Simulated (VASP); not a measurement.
Write the native input for VASP 6.6.1 that does the following.

- Task: relaxation of cell and atoms
- Functional: PBE
- Potentials or basis: VASP PAW PBE potentials, release 64 (Nb_sv, Sn_d, Sb)
- Cutoff: 600 eV
- k mesh: 3 × 3 × 3
- Occupations: gaussian, width 0.1 eV
- Spin: no spin polarisation
- Dipole correction: no
- Further INCAR settings: ALGO = Normal; EDIFF = 1e-07; IBRION = 2; EDIFFG = -0.04; NSW = 90; ISIF = 3

The structure of NbSnSb3 lies in POSCAR:

```
NbSnSb3
1.0
    3.6785643100      2.1238200900      6.0787303100
   -3.6785643100      2.1238200900      6.0787303100
    0.0000000000     -4.2476401900      6.0787303100
Nb Sn Sb
2 2 6
Direct
    0.0000000000      0.0000000000      0.0000000000
    0.5000000000      0.5000000000      0.5000000000
    0.7273391400      0.7273391400      0.7273391400
    0.2726608600      0.2726608600      0.2726608600
    0.5000000000      0.0000000000      0.0000000000
    0.0000000000      0.5000000000      0.5000000000
    0.5000000000      0.5000000000      0.0000000000
    0.0000000000      0.0000000000      0.5000000000
    0.5000000000      0.0000000000      0.5000000000
    0.0000000000      0.5000000000      0.0000000000
```

One way to write it, as run:

INCAR

```
ALGO = Normal
EDIFF = 1E-7
EDIFFG = -0.04
ENCUT = 600
GGA = PE
IBRION = 2
ISIF = 3
ISMEAR = 0
LASPH = T
LCHARG = F
LREAL = F
LWAVE = F
NELM = 60
NSW = 90
PREC = Accurate
SIGMA = 0.1
```

KPOINTS

```
k-points
0
Gamma
  3 3 3
```

Potentials or basis: VASP PAW PBE potentials, release 64 (Nb_sv, Sn_d, Sb).

The run is started by

```console
$ cat potpaw_PBE.64/Nb_sv/POTCAR potpaw_PBE.64/Sn_d/POTCAR potpaw_PBE.64/Sb/POTCAR > POTCAR
$ mpirun -np 1 vasp_std > vasp.out
```

It gave:

```yaml
Relaxed_volume: 29.96 Å³/atom
Relaxed_cell: a = 6.706 Å, b = 6.706 Å, c = 6.706 Å, α = 93.71°, β = 93.71°, γ = 93.71°
Space_group_after_relaxing_to_0.1_Å: R-3m (No. 166)
Pressure_after_relaxing: 0.0 GPa
Largest_force_after_relaxing: 0.015 eV/Å
Band_gap_on_the_k_mesh: zero (bands 42 and 43 overlap by 0.19 eV)
```

Caveat: spin-orbit coupling is left out, which moves the levels of the heavy elements.

It took 71 min on 1 thread of Intel(R) Xeon(R) 6975P-C (Granite Rapids), on a shared host, peak memory 0.62 GiB.
